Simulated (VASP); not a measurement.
Here is a VASP 6.6.1 calculation.

INCAR

```
PREC = Accurate ; ENCUT = 520
EDIFF = 1E-6 ; ISMEAR = -1
SIGMA = 0.05 ; LREAL = Auto
LASPH = True ; NELM = 60
ALGO = Normal ; ISIF = 2
LWAVE = False ; LCHARG = True
GGA = PS ; LELF = True
LVHAR = True ; NELECT = 38.0
NBANDS = 34
```

KPOINTS

```
Automatic mesh
0
Gamma
  2 2 2
  0.5 0.5 0.5
```

POSCAR

```
Li7ZrH8
1.0
    0.0000000000      3.9799680000      3.9799680000
    3.9799680000      0.0000000000      3.9799680000
    3.9799680000      3.9799680000      0.0000000000
H Li Zr
8 7 1
Direct
    0.7448680000      0.2449130000      0.2543120000
    0.2507480000      0.7499620000      0.7558980000
    0.2426050000      0.7548140000      0.2553160000
    0.7561450000      0.2439500000      0.7499230000
    0.2598760000      0.2442070000      0.7490430000
    0.7497530000      0.7395820000      0.2505380000
    0.2520280000      0.2509170000      0.2415990000
    0.7369170000      0.7510720000      0.7523750000
    0.9963410000      0.0033010000      0.0018570000
    0.9927990000      0.0048960000      0.5017110000
    0.4994560000      0.5040020000      0.9969970000
    0.0061280000      0.4992810000      0.9938230000
    0.4987640000      0.9997190000      0.5009490000
    0.5055710000      0.0014840000      0.9953430000
    0.9950660000      0.4993110000      0.5044200000
    0.4998080000      0.5013420000      0.4994530000
```

Potentials or basis: VASP PAW PBE potentials, release 64 (H, Li_sv, Zr_sv).

The run is started by

```console
$ cat potpaw_PBE.64/H/POTCAR potpaw_PBE.64/Li_sv/POTCAR potpaw_PBE.64/Zr_sv/POTCAR > POTCAR
$ mpirun -np 1 vasp_std > vasp.out
```

Question: Predict the largest force.

Answer: 0.515 eV/Å.

Forces in eV/Å, atoms in the order of the input:
```
H   -0.056  0.001  0.053
H   -0.016 -0.093 -0.053
H   -0.057 -0.059 -0.024
H    0.048 -0.062 -0.004
H    0.018 -0.086 -0.257
H    0.008  0.019  0.515
H    0.034  0.055 -0.038
H   -0.075  0.110  0.066
Li  -0.039  0.078 -0.009
Li  -0.170  0.120  0.019
Li   0.070  0.051 -0.099
Li   0.146 -0.006 -0.155
Li   0.023 -0.064  0.019
Li   0.027  0.032 -0.130
Li  -0.082  0.041  0.121
Zr   0.123 -0.138 -0.023
```

Caveat: the k points lie up to 0.68 Å⁻¹ apart; the cell carries a net charge on a neutralising background, which shifts energy and pressure; the PAW data sets were made with another functional, which shifts forces and pressure a little.
